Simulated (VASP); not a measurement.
# Al24Si in VASP: single point with PBE+D3(BJ)

Aim: the single point of Al24Si with PBE+D3(BJ).

Everything below comes from runs of VASP 6.6.1. Logs are shortened: lines on timing, memory, paths and dates and some standing lists are left out, and cuts for length are marked.

## Step 1: The cell of the first run

The cell holds a slab with vacuum, 25 atoms: a = 5.632 Å, b = 7.965 Å, c = 26.041 Å, α = 90.00°, β = 90.00°, γ = 90.00°.

## Step 2: Single point, PBE+D3(BJ)

INCAR reads:

```
SYSTEM = Al24Si
ALGO = Normal
DIPOL = 0.5 0.5 0.471
EDIFF = 1E-6
ENCUT = 400
GGA = PE
GGA_COMPAT = .False.
IDIPOL = 3
ISIF = 2
ISMEAR = 0
IVDW = 12
LASPH = .True.
LCHARG = .True.
LDIPOL = .True.
LELF = .True.
LREAL = .False.
LVACPOTAV = .True.
LVHAR = .True.
LWAVE = .False.
NBANDS = 56
NELM = 120
NELMDL = -8
PREC = Accurate
SIGMA = 0.1
```

KPOINTS reads:

```
k-points
0
Gamma
  5 4 1
  0 0 0
```

POSCAR reads:

```
Al24Si
1.0
    5.6324246406      0.0000000000      0.0000000000
    0.0000000000      7.9654513158      0.0000000000
    0.0000000000      0.0000000000     26.0405308008
Al Si
24 1
Direct
    0.2499999716      0.2500000215      0.3264142373
    0.2499999716      0.7499999389      0.3264142373
    0.7499999147      0.2500000215      0.3264142373
    0.7499999147      0.7499999389      0.3264142373
    0.4999999431      0.5000000429      0.3804878662
    0.4999999431      0.0000000000      0.3804878662
    0.0000000000      0.5000000429      0.3804878662
    0.0000000000      0.0000000000      0.3804878662
    0.7499999147      0.7499999389      0.4345614952
    0.7499999147      0.2500000215      0.4345614952
    0.2499999716      0.7499999389      0.4345614952
    0.2499999716      0.2500000215      0.4345614952
   -0.0025177434      0.0079714253      0.4911711707
   -0.0025173883      0.4920305008      0.4911715932
    0.5025180416      0.0079716764      0.4911712091
    0.5025175090      0.4920302497      0.4911716700
    0.2499996165      0.2500015280      0.5504855915
    0.2499996165      0.7500025753      0.5414923032
    0.7500000922      0.2500017791      0.5575118691
    0.7499997372      0.7500019476      0.5412146975
    0.4955702345      0.5135697700      0.6008544572
    0.4955697019     -0.0135657097      0.6008545724
    0.0044275781      0.5135688912      0.6008543804
    0.0044279332     -0.0135647053      0.6008544956
    0.7500000922      0.7500032030      0.6409732247
```

Potentials or basis: VASP PAW PBE potentials, release 64 (Al, Si).

Started as:

```sh
> cat potpaw_PBE.64/Al/POTCAR potpaw_PBE.64/Si/POTCAR > POTCAR
> mpirun -np 1 vasp_std > vasp.out
```

OUTCAR:

```text
SYSTEM = Al24Si
   EDIFF = 1E-6
   ENCUT = 400
   GGA = PE
   ISIF = 2
   ISMEAR = 0
   IVDW = 12
   LASPH = .True.
   LREAL = .False.
   NELM = 120
   NELMDL = -8
   PREC = Accurate
 IVDW          = 12

 ion  position               nearest neighbor table
   1  0.250  0.250  0.326-   3 2.82  12 2.82   5 2.82   7 2.82   6 2.82   8 2.82   3 2.82
   2  0.250  0.750  0.326-   5 2.82   7 2.82   4 2.82  11 2.82   6 2.82   8 2.82   4 2.82
   3  0.750  0.250  0.326-   1 2.82  10 2.82   5 2.82   6 2.82   7 2.82   8 2.82   1 2.82
   4  0.750  0.750  0.326-   5 2.82   7 2.82   2 2.82   9 2.82   6 2.82   2 2.82   8 2.82
   5  0.500  0.500  0.380-   2 2.82   4 2.82  11 2.82   9 2.82   7 2.82   1 2.82   3 2.82  12 2.82
                            10 2.82   7 2.82  16 2.88
   6  0.500  0.000  0.380-   8 2.82   1 2.82   3 2.82  12 2.82  10 2.82   2 2.82   4 2.82  11 2.82
                             9 2.82   8 2.82  15 2.88
   7  0.000  0.500  0.380-   2 2.82  11 2.82   4 2.82   9 2.82   5 2.82   1 2.82  12 2.82   3 2.82
                            10 2.82   5 2.82  14 2.88
   8  0.000  0.000  0.380-   6 2.82   1 2.82  12 2.82   2 2.82  11 2.82   3 2.82  10 2.82   6 2.82
                             4 2.82   9 2.82  13 2.88
   9  0.750  0.750  0.435-  20 2.78   5 2.82   7 2.82  11 2.82   4 2.82   6 2.82  11 2.82   8 2.82
                            14 2.89  16 2.89  13 2.89  15 2.89
  10  0.750  0.250  0.435-  15 2.80  13 2.80  16 2.80  14 2.80  12 2.82   3 2.82   5 2.82   6 2.82
                             7 2.82   8 2.82  12 2.82  19 3.20
  11  0.250  0.750  0.435-  18 2.78   5 2.82   7 2.82   9 2.82   2 2.82   6 2.82   8 2.82   9 2.82
[... 23 lines left out ...]
  23  0.004  0.514  0.601-  25 2.59  21 2.77  19 2.78  18 2.80  20 2.83  17 2.84  14 2.86  21 2.87

  24  0.004  0.986  0.601-  25 2.59  22 2.77  19 2.78  18 2.80  20 2.83  17 2.84  13 2.86  22 2.87

  25  0.750  0.750  0.641-  24 2.59  22 2.59  23 2.59  21 2.59  20 2.60

  LATTYP: Found a simple orthorhombic cell.
 ALAT       =     5.6324246406
 B/A-ratio  =     1.4142135624
 C/A-ratio  =     4.6233252041

  Lattice vectors:

 A1 = (   5.6324246406,   0.0000000000,   0.0000000000)
 A2 = (   0.0000000000,   7.9654513158,   0.0000000000)
 A3 = (   0.0000000000,   0.0000000000,  26.0405308008)

Analysis of symmetry for initial positions (statically):
=====================================================================
 Subroutine PRICEL returns:
 Original cell was already a primitive cell.

 Routine SETGRP: Setting up the symmetry group for a
 simple orthorhombic supercell.

 Subroutine GETGRP returns: Found  4 space group operations
 (whereof  1 operations were pure point group operations)
 out of a pool of  8 trial point group operations.

The static configuration has the point symmetry C_1 .
 The point group associated with its full space group is C_2v.

Analysis of symmetry for dynamics (positions and initial velocities):
=====================================================================
 Subroutine PRICEL returns:
 Original cell was already a primitive cell.

 Routine SETGRP: Setting up the symmetry group for a
 simple orthorhombic supercell.

 Subroutine GETGRP returns: Found  4 space group operations
 (whereof  1 operations were pure point group operations)
 out of a pool of  8 trial point group operations.

The dynamic configuration has the point symmetry C_1 .
 The point group associated with its full space group is C_2v.

 Subroutine INISYM returns: Found  4 space group operations
 (whereof  1 operations are pure point group operations),
 and found     1 'primitive' translations

----------------------------------------------------------------------------------------

                                     Primitive cell

  volume of cell :    1168.3033

  direct lattice vectors                    reciprocal lattice vectors
     5.632424641  0.000000000  0.000000000     0.177543432  0.000000000  0.000000000
     0.000000000  7.965451316  0.000000000     0.000000000  0.125542165  0.000000000
     0.000000000  0.000000000 26.040530801     0.000000000  0.000000000  0.038401675

  length of vectors
     5.632424641  7.965451316 26.040530801     0.177543432  0.125542165  0.038401675

  position of ions in fractional coordinates (direct lattice)
     0.249999972  0.250000022  0.326414237
     0.249999972  0.749999939  0.326414237
     0.749999915  0.250000022  0.326414237
     0.749999915  0.749999939  0.326414237
[... 61 lines left out ...]
     0.035508686  0.000000000  0.000000000     0.200000000  0.000000000  0.000000000
     0.000000000  0.031385541  0.000000000     0.000000000  0.250000000  0.000000000
     0.000000000  0.000000000  0.038401675     0.000000000  0.000000000  1.000000000

  Length of vectors
     0.035508686  0.031385541  0.038401675

  Shift w.r.t. Gamma in fractional coordinates (k-lattice)
     0.000000000  0.000000000  0.000000000

 Subroutine IBZKPT returns following result:
 ===========================================

 Found      9 irreducible k-points:

 Following reciprocal coordinates:
            Coordinates               Weight
  0.000000  0.000000  0.000000      1.000000
  0.200000  0.000000  0.000000      2.000000
  0.400000  0.000000  0.000000      2.000000
  0.000000  0.250000  0.000000      2.000000
  0.200000  0.250000  0.000000      4.000000
  0.400000  0.250000  0.000000      4.000000
  0.000000  0.500000  0.000000      1.000000
  0.200000  0.500000  0.000000      2.000000
  0.400000  0.500000  0.000000      2.000000
   k-points           NKPTS =      9   k-points in BZ     NKDIM =      9   number of bands    NBANDS=     56
   number of dos      NEDOS =    301   number of ions     NIONS =     25
   total plane-waves  NPLWV = 388800
   dimension x,y,z NGX =    40 NGY =   54 NGZ =  180
   dimension x,y,z NGXF=    80 NGYF=  108 NGZF=  360
   ions per type =              24   1
   NGX,Y,Z   is equivalent  to a cutoff of  11.81, 11.27, 11.49 a.u.
   NGXF,Y,Z  is equivalent  to a cutoff of  23.61, 22.54, 22.98 a.u.
 SYSTEM =  Al24Si
   PREC   = accura    normal or accurate (medium, high low for compatibility)
   ISTART =      0    job   : 0-new  1-cont  2-samecut
   ICHARG =      2    charge: 1-file 2-atom 10-const
   ISPIN  =      1    spin polarized calculation?
   LNONCOLLINEAR =      F non collinear calculations
   LSORBIT =      F    spin-orbit coupling
   LASPH  =      T    aspherical Exc in radial PAW
   ENCUT  =  400.0 eV  29.40 Ry    5.42 a.u.   9.19 12.99 42.47*2*pi/ulx,y,z
   NELM   =    120;   NELMIN=  2; NELMDL= -8     # of ELM steps
   EDIFF  = 0.1E-05   stopping-criterion for ELM
   LREAL  =      F    real-space projection
   EDIFFG = 0.1E-04   stopping-criterion for IOM
   NSW    =      0    number of steps for IOM
   IBRION =     -1    ionic relax: 0-MD 1-quasi-New 2-CG
   NFREE  =      0    steps in history (QN), initial steepest desc. (CG)
   ISIF   =      2    stress and relaxation
   ISYM   =      2    0-nonsym 1-usesym 2-fastsym
   POTIM  = 0.5000    time-step for ionic-motion
   TEBEG  =    0.0;   TEEND  =   0.0 temperature during run
   PSTRESS=    0.0 pullay stress
   NELECT =      76.0000    total number of electrons
   NUPDOWN=      -1.0000    fix difference up-down
   EMIN   =  10.00;   EMAX   =-10.00  energy-range for DOS
   EFERMI =   0.00;   METHOD = LEGACY
   ISMEAR =     0;   SIGMA  =   0.10  broadening in eV -4-tet -1-fermi 0-gaus
   EFERMI_NEDOS =   21; number of points for ismear=-14 and -15
   IALGO  =     38    algorithm
   IMIX   =      4    mixing-type and parameters
     AMIX     =   0.40;   BMIX     =  1.00
     AMIX_MAG =   1.60;   BMIX_MAG =  1.00
  volume/ion in A,a.u.               =      46.73       315.36
  Fermi-wavevector in a.u.,A,eV,Ry     =   0.658407  1.244208  5.898115  0.433499
  Thomas-Fermi vector in A             =   1.730219
   LORBIT       =      0    0 simple, 1 ext, 2 COOP (PROOUT), +10 PAW based schemes
   GGA     = PE    functional components
   LHFCALC =     F    Hartree Fock is set to
   AEXX    =    0.0000 exact exchange contribution
   IVDW    =    12    specifies the selected vdW correction
   LEPSILON=     F    determine dielectric tensor
   LRPA    =     F    only Hartree local field effects (RPA)
 non-spin polarized calculation
 Gauss-broadening in eV      SIGMA  =   0.10
  energy-cutoff  :      400.00
  volume of cell :     1168.30
 maximum number of plane-waves:     21256
 NGX is ok and might be reduce to    40
   NGX = 19   NGY = 25   NGZ = 85

 dipolmoment           0.000000      0.000000     -0.496999 electrons x Angstroem

 number of electron      75.9999999 magnetization

 dipolmoment           0.000000      0.000000      0.075926 electrons x Angstroem

 Free energy of the ion-electron system (eV)
  ---------------------------------------------------
  ext. energy  EPLUGINS =         0.00000000
  ---------------------------------------------------
  free energy    TOTEN  =       -89.51808850 eV

  energy without entropy =      -89.45481343  energy(sigma->0) =      -89.48645097

 E-fermi :   0.2113     XC(G=0):  -4.3395

 val. band max:        0.2029010312   @ k =   0.2000   0.2500   0.0000
 cond. band min:       0.2384545267   @ k =   0.4000   0.0000   0.0000
 fundamental gap:      0.0355534955
 Fermi energy:         0.2112630457

 k-point     1 :       0.0000    0.0000    0.0000
  band No.  band energies     occupation
      1     -10.7715      2.00000
      2      -9.8192      2.00000
      3      -8.5301      2.00000
      4      -8.4340      2.00000
      5      -8.2861      2.00000
      6      -7.3179      2.00000
[... 466 lines left out ...]
     49       2.1826      0.00000
     50       2.4513      0.00000
 [bands above 50 left out]

------------------------ aborting loop because EDIFF is reached ----------------------------------------

 Edisp (eV)   -6.35182

 E8    (eV) :    -2.9368

  FORCE on cell =-STRESS in cart. coord.  units (eV):
  Direction    XX          YY          ZZ          XY          YZ          ZX
  --------------------------------------------------------------------------------------
  -------------------------------------------------------------------------------------
  Total      -6.79537    -8.79843     0.22478     0.00000     0.00000     0.00000
  in kB      -9.31897   -12.06591     0.30826     0.00000     0.00000     0.00000
  external pressure =       -7.03 kB  Pullay stress =        0.00 kB

 VOLUME and BASIS-vectors are now :
 -----------------------------------------------------------------------------
  energy-cutoff  :      400.00
  volume of cell :     1168.30
      direct lattice vectors                 reciprocal lattice vectors
     5.632424641  0.000000000  0.000000000     0.177543432  0.000000000  0.000000000
     0.000000000  7.965451316  0.000000000     0.000000000  0.125542165  0.000000000
     0.000000000  0.000000000 26.040530801     0.000000000  0.000000000  0.038401675

 POSITION                                       TOTAL-FORCE (eV/Angst)
 -----------------------------------------------------------------------------------
      1.40811      1.99136      8.50000         0.000000      0.000000      0.110474
      1.40811      5.97409      8.50000         0.000000      0.000000      0.139823
      4.22432      1.99136      8.50000         0.000000      0.000000      0.112901
      4.22432      5.97409      8.50000         0.000000      0.000000     -0.028299
      2.81621      3.98273      9.90811        -0.011176      0.050934     -0.200787
      2.81621      0.00000      9.90811        -0.011176     -0.050934     -0.200787
[... 17 lines left out ...]
      0.02494      7.85740     15.64657         0.008394     -0.001298      0.005282
      4.22432      5.97411     16.69128         0.000000      0.000000      0.014758
 -----------------------------------------------------------------------------------
    total drift:                               -0.000949     -0.009090      0.000178

  FREE ENERGIE OF THE ION-ELECTRON SYSTEM (eV)
  ---------------------------------------------------
  free  energy   TOTEN  =       -95.8699050545 eV

  energy  without entropy=      -95.8066299822  energy(sigma->0) =      -95.83826752

 vacuum level on the upper side and lower side of the slab         4.498         4.192
```

Run time: 35 min. Hardware: 1 thread of Oxide Virtual Turin-like, shared host; peak memory 0.85 GiB.

What came out:

```
Free energy                : -95.8699 eV
Largest force              : 0.367 eV/Å
Band gap on the k mesh     : zero (bands 38 and 39 overlap by 0.63 eV)
Dispersion energy per atom : -0.254 eV
```

Forces in eV/Å, atoms in the order of the input:
```
Al   0.000  0.000  0.110
Al   0.000  0.000  0.140
Al   0.000  0.000  0.113
Al   0.000  0.000 -0.028
Al  -0.011  0.051 -0.201
Al  -0.011 -0.051 -0.201
Al   0.011  0.051 -0.201
Al   0.011 -0.051 -0.201
Al   0.000  0.000 -0.059
Al   0.000  0.000  0.367
Al   0.000  0.000  0.069
Al   0.000  0.000  0.103
Al   0.002 -0.001 -0.016
Al   0.002  0.001 -0.016
Al  -0.002 -0.001 -0.016
Al  -0.002  0.001 -0.016
Al   0.000  0.000  0.017
Al   0.000  0.000 -0.007
Al   0.000  0.000 -0.001
Al   0.000  0.000  0.009
Al  -0.008  0.001  0.005
Al  -0.008 -0.001  0.005
Al   0.008  0.001  0.005
Al   0.008 -0.001  0.005
Si   0.000  0.000  0.015
```

Levels at points of the mesh, in eV from the Fermi level:
```csv
k point,band 35,band 36,band 37,band 38,band 39,band 40,band 41,band 42
"(0.00, 0.00, 0.00)",-1.02,-0.77,-0.68,-0.52,-0.43,0.10,0.20,0.27
"(0.00, 0.50, 0.00)",-0.77,-0.60,-0.31,-0.24,-0.23,-0.20,-0.18,-0.09
```

The gap in the log of VASP goes by the Fermi energy; the results here count the filled bands.